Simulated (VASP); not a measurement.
Set up this calculation in VASP 6.6.1, as the native input.

```yaml
Task: single point
Functional: LDA
Potentials_or_basis: VASP PAW LDA potentials, release 64 (Sn_d, Se)
Cutoff: 520 eV
k_mesh: 9 × 9 × 9
Occupations: fermi-dirac, width 0.02 eV
Spin: no spin polarisation
Dipole_correction: no
Further_INCAR_settings: ALGO = Normal; EDIFF = 1e-06; NBANDS = 17
```

The structure of SnSe lies in POSCAR:

```
SnSe
1.0
    0.0000000000      3.0496098055      3.0496098055
    3.0496098055      0.0000000000      3.0496098055
    3.0496098055      3.0496098055      0.0000000000
Sn Se
1 1
Direct
    0.0000000000      0.0000000000      0.0000000000
    0.5000000000      0.5000000000      0.5000000000
```

This cell differs from its parent crystal: volume scaled by 1.04.

These files were run (other wordings do the same):

INCAR

```
  PREC = Accurate
  ENCUT = 520
  EDIFF = 1E-6
  ISMEAR = -1
  SIGMA = 0.02
  LREAL = F
  LASPH = T
  NELM = 60
  ALGO = Normal
  ISIF = 2
  LWAVE = F
  LCHARG = T
  LELF = T
  LVHAR = T
  NBANDS = 17
```

KPOINTS

```
Automatic mesh
0
Gamma
  9 9 9
```

Potentials or basis: VASP PAW LDA potentials, release 64 (Sn_d, Se).

Launch:

```console
$ cat potpaw_LDA.64/Sn_d/POTCAR potpaw_LDA.64/Se/POTCAR > POTCAR
$ mpirun -np 1 vasp_std > vasp.out
```

Results of the run:

| Item | Value |
| --- | --- |
| Pressure | -4.8 GPa |

Wall time 16 s on 1 thread of Intel(R) Xeon(R) Platinum 8488C (Sapphire Rapids) (shared host), peak memory 0.17 GiB.
